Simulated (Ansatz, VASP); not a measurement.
**LuPd2O2 in VASP and in Ansatz**

```xyz
5
Lattice="-2.2390 2.2390 4.0912 2.2390 -2.2390 4.0912 2.2390 2.2390 -4.0912" Properties=species:S:1:pos:R:3 pbc="T T T"
Lu    0.0000    0.0000    4.0912
Pd    0.0000    0.0000    6.8724
Pd    0.0000    0.0000    1.3101
O     0.0000    2.2390    0.0000
O     2.2390    0.0000    0.0000
```

Alike in both runs: task single point; functional PBE; k mesh 6 × 6 × 6; occupations gaussian, width 0.1 eV; collinear spin.

|  | VASP | Ansatz |
| --- | --- | --- |
| version | VASP 6.6.1 | Ansatz 0.2.0 |
| potentials or method | VASP PAW PBE potentials, release 64 (Lu, Pd, O), cutoff 520 eV | scalar-relativistic, plane waves, PAW |
| valence electrons in the cell | 57 | 73 |

|  | VASP | Ansatz | Ansatz less VASP |
| --- | --- | --- | --- |
| gap on the k mesh at the Fermi level (eV) | none | none | - |
| pressure (GPa) | -7.4 | -7.6 | -0.29 |
| traceless stress, the component that is largest in VASP (GPa) | 8.08 | 8.28 | +0.200 |
| rms of the force components (eV/Å) | 0.034 | 0.021 | -0.0121 |
| net moment per atom (μB) | 0.00 | 0.00 | -0.001 |

Atom by atom the forces differ by 0.012 eV/Å (rms over components). A gap of «none» marks a metal or a gap that the smearing closes. VASP's potentials hold 57 valence electrons a cell and Ansatz's 73, so a difference there can come from the potentials and not from the codes. Ansatz's warnings: seeded moment not kept.

Spin-orbit coupling is off throughout.
